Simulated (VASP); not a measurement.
Runs of VASP 6.6.1 on GaC3. The structure is that of space group Pm-3m (No. 221), or close to it. The cells are those of the table. 

```tsv
cell	gap on the mesh (eV)	pressure (GPa)
a = 3.341 Å, 4 atoms	none	(b)
a = 3.363 Å, 4 atoms	none	(a)
a = 3.384 Å, 4 atoms	none	-11.8
a = 3.319 Å, 4 atoms	none	-3.9
a = 3.297 Å, 4 atoms	none	-0.8
```

Alike in all rows: task single point; level PBEsol; potentials or basis VASP PAW PBE potentials, release 64 (Ga_d, C); no spin polarisation; k mesh 7 × 7 × 7; cutoff (eV) 520; smearing fermi-dirac 0.05 eV.

Task: Fill in the values left out.

Result: (a) -9.5; (b) -6.9.

Caveats: the PAW data sets were made with another functional, which shifts forces and pressure a little.

A k mesh can miss the band edges, and the runs leave out spin-orbit coupling on Ga.

A gap of «none» marks levels without a gap at the run's occupations.
